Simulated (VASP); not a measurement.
# BiH (P6_3/mmc) in VASP: a series of runs

The runs below take BiH through single point, with PBE.

Everything below comes from runs of VASP 6.6.1. Logs are shortened: lines on timing, memory, paths and dates and some standing lists are left out, and cuts for length are marked.

## Step 1: The cell of the first run

The structure is hexagonal, space group P6_3/mmc (No. 194). The conventional cell has a = 4.038 Å, b = 4.038 Å, c = 4.902 Å, α = 90.00°, β = 90.00°, γ = 120.00°. Within 3.5 Å of Bi (site symmetry -6m2) lie 6 H at 2.63 Å and 6 Bi at 3.38 Å. H (site symmetry -3m) has 2 H at 2.45 Å and 6 Bi at 2.63 Å within 3.2 Å.

## Step 2: Single point, PBE

File INCAR:

```
SYSTEM = BiH
ALGO     = Normal         ! electronic algorithm
EDIFF    = 1E-7           ! SCF threshold, eV
ENCUT    = 520            ! plane-wave cutoff, eV
GGA      = PE             ! functional
ISIF     = 2              ! what is computed and relaxed
ISMEAR   = 0              ! smearing method
LASPH    = .TRUE.         ! aspherical terms in the spheres
LCHARG   = .TRUE.         ! write CHGCAR
LELF     = .TRUE.         ! ELF
LREAL    = .FALSE.        ! projectors in reciprocal space
LVHAR    = .TRUE.       
LWAVE    = .FALSE.        ! write WAVECAR
NBANDS   = 24             ! bands
NELM     = 60             ! most SCF steps
PREC     = Accurate       ! precision mode
SIGMA    = 0.1            ! smearing width, eV
```

File KPOINTS:

```
k-points
0
G
  6 6 4
  0 0 0
```

File POSCAR:

```
BiH
1.0
    4.0379631177      0.0000000000      0.0000000000
   -2.0189815589      3.4969786394      0.0000000000
    0.0000000000      0.0000000000      4.9024914019
Bi H
2 2
Direct
    0.3333333333      0.6666666667      0.2500000000
    0.6666666667      0.3333333333      0.7500000000
    0.0000000000      0.0000000000      0.0000000000
    1.0000000000      0.0000000000      0.5000000000
```

Potentials or basis: VASP PAW PBE potentials, release 64 (Bi_d, H).

Launch:

```sh
$ cat potpaw_PBE.64/Bi_d/POTCAR potpaw_PBE.64/H/POTCAR > POTCAR
$ mpirun -np 1 vasp_std > vasp.out
```

OUTCAR:

```text
SYSTEM = BiH
   EDIFF = 1E-7
   ENCUT = 520
   GGA = PE
   ISIF = 2
   ISMEAR = 0
   LASPH = .TRUE.
   LREAL = .FALSE.
   NELM = 60
   PREC = Accurate

 ion  position               nearest neighbor table
   1  0.333  0.667  0.250-   2 3.38   2 3.38   2 3.38   2 3.38   2 3.38   2 3.38
   2  0.667  0.333  0.750-   1 3.38   1 3.38   1 3.38   1 3.38   1 3.38   1 3.38
   3  0.000  0.000  0.000-
   4  0.000  0.000  0.500-

  LATTYP: Found a hexagonal cell.
 ALAT       =     4.0379631177
 C/A-ratio  =     1.2141000943

  Lattice vectors:

 A1 = (   4.0379631177,   0.0000000000,   0.0000000000)
 A2 = (  -2.0189815589,   3.4969786394,   0.0000000000)
 A3 = (   0.0000000000,   0.0000000000,   4.9024914019)

Analysis of symmetry for initial positions (statically):
=====================================================================
 Subroutine PRICEL returns:
 Original cell was already a primitive cell.

 Routine SETGRP: Setting up the symmetry group for a
 hexagonal supercell.

 Subroutine GETGRP returns: Found 24 space group operations
 (whereof 12 operations were pure point group operations)
 out of a pool of 24 trial point group operations.

The static configuration has the point symmetry D_3d.
 The point group associated with its full space group is D_6h.

Analysis of symmetry for dynamics (positions and initial velocities):
=====================================================================
 Subroutine PRICEL returns:
 Original cell was already a primitive cell.

 Routine SETGRP: Setting up the symmetry group for a
 hexagonal supercell.

 Subroutine GETGRP returns: Found 24 space group operations
 (whereof 12 operations were pure point group operations)
 out of a pool of 24 trial point group operations.

The dynamic configuration has the point symmetry D_3d.
 The point group associated with its full space group is D_6h.

 Subroutine INISYM returns: Found 24 space group operations
 (whereof 12 operations are pure point group operations),
 and found     1 'primitive' translations

----------------------------------------------------------------------------------------

                                     Primitive cell

  volume of cell :      69.2265

  direct lattice vectors                    reciprocal lattice vectors
     4.037963118  0.000000000  0.000000000     0.247649612  0.142980570  0.000000000
    -2.018981559  3.496978639  0.000000000     0.000000000  0.285961140  0.000000000
     0.000000000  0.000000000  4.902491402     0.000000000  0.000000000  0.203977920

  length of vectors
     4.037963118  4.037963118  4.902491402     0.285961140  0.285961140  0.203977920

  position of ions in fractional coordinates (direct lattice)
     0.333333333  0.666666667  0.250000000
     0.666666667  0.333333333  0.750000000
     0.000000000  0.000000000  0.000000000
     0.000000000  0.000000000  0.500000000

  ion indices of the primitive-cell ions
   primitive index   ion index
                 1           1
                 2           2
                 3           3
                 4           4

----------------------------------------------------------------------------------------

 KPOINTS: k-points

Automatic generation of k-mesh.
 Grid dimensions read from file:
 generate k-points for:    6    6    4

 Generating k-lattice:

  Cartesian coordinates                     Fractional coordinates (reciprocal lattice)
     0.041274935  0.023830095  0.000000000     0.166666667  0.000000000  0.000000000
     0.000000000  0.047660190  0.000000000     0.000000000  0.166666667  0.000000000
     0.000000000  0.000000000  0.050994480     0.000000000  0.000000000  0.250000000

  Length of vectors
     0.047660190  0.047660190  0.050994480

  Shift w.r.t. Gamma in fractional coordinates (k-lattice)
     0.000000000  0.000000000  0.000000000

 Subroutine IBZKPT returns following result:
 ===========================================

 Found     21 irreducible k-points:

 Following reciprocal coordinates:
            Coordinates               Weight
  0.000000  0.000000  0.000000      1.000000
  0.166667  0.000000  0.000000      6.000000
  0.333333  0.000000  0.000000      6.000000
  0.500000  0.000000  0.000000      3.000000
  0.166667  0.166667  0.000000      6.000000
  0.333333  0.166667  0.000000     12.000000
[... 13 lines left out ...]
  0.333333  0.166667  0.500000     12.000000
  0.333333  0.333333  0.500000      2.000000
   k-points           NKPTS =     21   k-points in BZ     NKDIM =     21   number of bands    NBANDS=     24
   number of dos      NEDOS =    301   number of ions     NIONS =      4
   total plane-waves  NPLWV =  32400
   dimension x,y,z NGX =    30 NGY =   30 NGZ =   36
   dimension x,y,z NGXF=    60 NGYF=   60 NGZF=   72
   ions per type =               2   2
   NGX,Y,Z   is equivalent  to a cutoff of  12.35, 12.35, 12.21 a.u.
   NGXF,Y,Z  is equivalent  to a cutoff of  24.70, 24.70, 24.42 a.u.
 SYSTEM =  BiH
   PREC   = accura    normal or accurate (medium, high low for compatibility)
   ISTART =      0    job   : 0-new  1-cont  2-samecut
   ICHARG =      2    charge: 1-file 2-atom 10-const
   ISPIN  =      1    spin polarized calculation?
   LNONCOLLINEAR =      F non collinear calculations
   LSORBIT =      F    spin-orbit coupling
   LASPH  =      T    aspherical Exc in radial PAW
   ENCUT  =  520.0 eV  38.22 Ry    6.18 a.u.   7.51  7.51  9.12*2*pi/ulx,y,z
   NELM   =     60;   NELMIN=  2; NELMDL= -5     # of ELM steps
   EDIFF  = 0.1E-06   stopping-criterion for ELM
   LREAL  =      F    real-space projection
   EDIFFG = 0.1E-05   stopping-criterion for IOM
   NSW    =      0    number of steps for IOM
   IBRION =     -1    ionic relax: 0-MD 1-quasi-New 2-CG
   NFREE  =      0    steps in history (QN), initial steepest desc. (CG)
   ISIF   =      2    stress and relaxation
   ISYM   =      2    0-nonsym 1-usesym 2-fastsym
   POTIM  = 0.5000    time-step for ionic-motion
   TEBEG  =    0.0;   TEEND  =   0.0 temperature during run
   PSTRESS=    0.0 pullay stress
   NELECT =      32.0000    total number of electrons
   NUPDOWN=      -1.0000    fix difference up-down
   EMIN   =  10.00;   EMAX   =-10.00  energy-range for DOS
   EFERMI =   0.00;   METHOD = LEGACY
   ISMEAR =     0;   SIGMA  =   0.10  broadening in eV -4-tet -1-fermi 0-gaus
   EFERMI_NEDOS =   21; number of points for ismear=-14 and -15
   IALGO  =     38    algorithm
   IMIX   =      4    mixing-type and parameters
     AMIX     =   0.40;   BMIX     =  1.00
     AMIX_MAG =   1.60;   BMIX_MAG =  1.00
  volume/ion in A,a.u.               =      17.31       116.79
  Fermi-wavevector in a.u.,A,eV,Ry     =   1.265807  2.392028 21.800165  1.602267
  Thomas-Fermi vector in A             =   2.399041
   LORBIT       =      0    0 simple, 1 ext, 2 COOP (PROOUT), +10 PAW based schemes
   GGA     = PE    functional components
   LHFCALC =     F    Hartree Fock is set to
   AEXX    =    0.0000 exact exchange contribution
   IVDW    =     0    specifies the selected vdW correction
   LEPSILON=     F    determine dielectric tensor
   LRPA    =     F    only Hartree local field effects (RPA)
 non-spin polarized calculation
 Gauss-broadening in eV      SIGMA  =   0.10
  energy-cutoff  :      520.00
  volume of cell :       69.23
 maximum number of plane-waves:      1888
   NGX = 15   NGY = 15   NGZ = 19

 number of electron      31.9999986 magnetization

 Free energy of the ion-electron system (eV)
  ---------------------------------------------------
  ext. energy  EPLUGINS =         0.00000000
  ---------------------------------------------------
  free energy    TOTEN  =       -11.82128040 eV

  energy without entropy =      -11.81154307  energy(sigma->0) =      -11.81641173

 E-fermi :   7.2616     XC(G=0): -10.3209

 val. band max:        7.2609757402   @ k =   0.3333   0.0000   0.0000
 cond. band min:       7.3671781216   @ k =   0.1667   0.1667   0.2500
 fundamental gap:      0.1062023813
 Fermi energy:         7.2615758152

 k-point     1 :       0.0000    0.0000    0.0000
  band No.  band energies     occupation
      1     -15.9362      2.00000
      2     -15.9362      2.00000
      3     -15.9133      2.00000
      4     -15.8574      2.00000
      5     -15.8574      2.00000
      6     -15.8491      2.00000
[... 16 lines left out ...]
     23      15.4512      0.00000
     24      16.8933      0.00000

 k-point     2 :       0.1667    0.0000    0.0000
  band No.  band energies     occupation
      1     -15.9456      2.00000
      2     -15.9338      2.00000
      3     -15.9164      2.00000
      4     -15.8733      2.00000
      5     -15.8564      2.00000
      6     -15.8375      2.00000
[... 16 lines left out ...]
     23      15.3498      0.00000
     24      16.0002      0.00000

 k-point     3 :       0.3333    0.0000    0.0000
  band No.  band energies     occupation
      1     -15.9623      2.00000
      2     -15.9322      2.00000
      3     -15.9293      2.00000
      4     -15.8761      2.00000
      5     -15.8475      2.00000
      6     -15.8184      2.00000
[... 16 lines left out ...]
     23      15.4318      0.00000
     24      16.7633      0.00000

 k-point     4 :       0.5000    0.0000    0.0000
  band No.  band energies     occupation
      1     -15.9700      2.00000
      2     -15.9416      2.00000
      3     -15.9274      2.00000
      4     -15.8735      2.00000
      5     -15.8422      2.00000
      6     -15.8063      2.00000
[... 16 lines left out ...]
     23      15.9684      0.00000
     24      19.2836      0.00000

 k-point     5 :       0.1667    0.1667    0.0000
  band No.  band energies     occupation
      1     -15.9643      2.00000
      2     -15.9224      2.00000
      3     -15.9181      2.00000
      4     -15.8925      2.00000
      5     -15.8413      2.00000
      6     -15.8265      2.00000
[... 370 lines left out ...]
 k-point    19 :       0.1667    0.1667    0.5000
  band No.  band energies     occupation
      1     -15.9197      2.00000
      2     -15.9197      2.00000
      3     -15.8995      2.00000
      4     -15.8995      2.00000
      5     -15.8537      2.00000
      6     -15.8537      2.00000
[... 16 lines left out ...]
     23      17.8755      0.00000
     24      17.8755      0.00000

 k-point    20 :       0.3333    0.1667    0.5000
  band No.  band energies     occupation
      1     -15.9114      2.00000
      2     -15.9114      2.00000
      3     -15.8808      2.00000
      4     -15.8808      2.00000
      5     -15.8521      2.00000
      6     -15.8521      2.00000
[... 16 lines left out ...]
     23      17.1228      0.00000
     24      17.1228      0.00000

 k-point    21 :       0.3333    0.3333    0.5000
  band No.  band energies     occupation
      1     -15.9091      2.00000
      2     -15.9091      2.00000
      3     -15.8729      2.00000
      4     -15.8729      2.00000
      5     -15.8358      2.00000
      6     -15.8358      2.00000
[... 16 lines left out ...]
     23      16.8851      0.00000
     24      16.8851      0.00000

------------------------ aborting loop because EDIFF is reached ----------------------------------------

  FORCE on cell =-STRESS in cart. coord.  units (eV):
  Direction    XX          YY          ZZ          XY          YZ          ZX
  --------------------------------------------------------------------------------------
  -------------------------------------------------------------------------------------
  Total        0.0138527      0.0138527     -0.0166787     -0.0000000     -0.0000000      0.0000000
  in kB        0.3206077      0.3206077     -0.3860112     -0.0000000     -0.0000000      0.0000000
  external PRESSURE =       0.0850680 kB  Pullay stress =       0.0000000 kB

 VOLUME and BASIS-vectors are now :
 -----------------------------------------------------------------------------
  energy-cutoff  :      520.00
  volume of cell :       69.23
      direct lattice vectors                 reciprocal lattice vectors
     4.037963118  0.000000000  0.000000000     0.247649612  0.142980570  0.000000000
    -2.018981559  3.496978639  0.000000000     0.000000000  0.285961140  0.000000000
     0.000000000  0.000000000  4.902491402     0.000000000  0.000000000  0.203977920

 POSITION                                       TOTAL-FORCE (eV/Angst)
 -----------------------------------------------------------------------------------
     -0.00000      2.33132      1.22562        -0.000000      0.000000      0.000000
      2.01898      1.16566      3.67687         0.000000     -0.000000      0.000000
      0.00000      0.00000      0.00000        -0.000000      0.000000      0.000000
      0.00000      0.00000      2.45125        -0.000000      0.000000      0.000000
 -----------------------------------------------------------------------------------
    total drift:                               -0.000000      0.000000     -0.000000

  FREE ENERGIE OF THE ION-ELECTRON SYSTEM (eV)
  ---------------------------------------------------
  free  energy   TOTEN  =       -11.8212803974 eV

  energy  without entropy=      -11.8115430679  energy(sigma->0) =      -11.81641173
```

Run time: 15 s. Hardware: 1 thread of Intel Xeon 6975P-C (Granite Rapids), shared host; peak memory 0.18 GiB.

Results:

```
Free energy            : -11.8213 eV
Pressure               : 0.0 GPa
Band gap on the k mesh : zero (bands 16 and 17 overlap by 2.54 eV)
```

Levels at points of the mesh, in eV from the Fermi level:
| k point | band 13 | band 14 | band 15 | band 16 | band 17 | band 18 | band 19 | band 20 |
| --- | --- | --- | --- | --- | --- | --- | --- | --- |
| (0.00, 0.00, 0.00) | -5.50 | -1.47 | 0.23 | 0.23 | 2.26 | 2.26 | 2.65 | 3.74 |
| (0.50, 0.00, 0.00) | -5.56 | -2.42 | -1.92 | -1.91 | -1.18 | 0.99 | 2.07 | 3.25 |
| (0.00, 0.00, 0.50) | -1.70 | -1.70 | 1.36 | 1.36 | 1.36 | 1.36 | 1.81 | 1.81 |
| (0.50, 0.00, 0.50) | -5.94 | -5.94 | -0.88 | -0.88 | -0.10 | -0.10 | 4.51 | 4.51 |

Caveat: spin-orbit coupling is left out, which moves the levels of the heavy elements.

[end of part 1 of 2]
